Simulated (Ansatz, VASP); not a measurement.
## GaH: VASP beside Ansatz

```
CELL_PARAMETERS angstrom
2.97040 0.00000 0.00000
0.00000 2.97040 0.00000
0.00000 0.00000 2.57886
ATOMIC_POSITIONS crystal
Ga 0.00000 0.00000 0.20043
H 0.50000 0.50000 0.19879
```

Alike in both runs: functional PBE; k mesh 4 × 4 × 5; occupations gaussian, width 0.15 eV; no spin polarisation.

Ansatz relaxed the structure, and its values are those at the end. VASP's run is a single point on that final structure, the one shown.

|  | VASP | Ansatz |
| --- | --- | --- |
| version | VASP 6.6.1 | Ansatz 0.2.0 |
| potentials or method | VASP PAW PBE potentials, release 64 (Ga_d, H), cutoff 500 eV | scalar-relativistic, plane waves, PAW |
| valence electrons in the cell | 14 | 14 |

|  | VASP | Ansatz | Ansatz less VASP |
| --- | --- | --- | --- |
| gap on the k mesh at the Fermi level (eV) | none | none | - |
| pressure (GPa) | -0.2 | -0.2 | +0.05 |

A gap of «none» marks a metal or a gap that the smearing closes.

The k mesh is coarse, so the values compare programs but aren't converged.
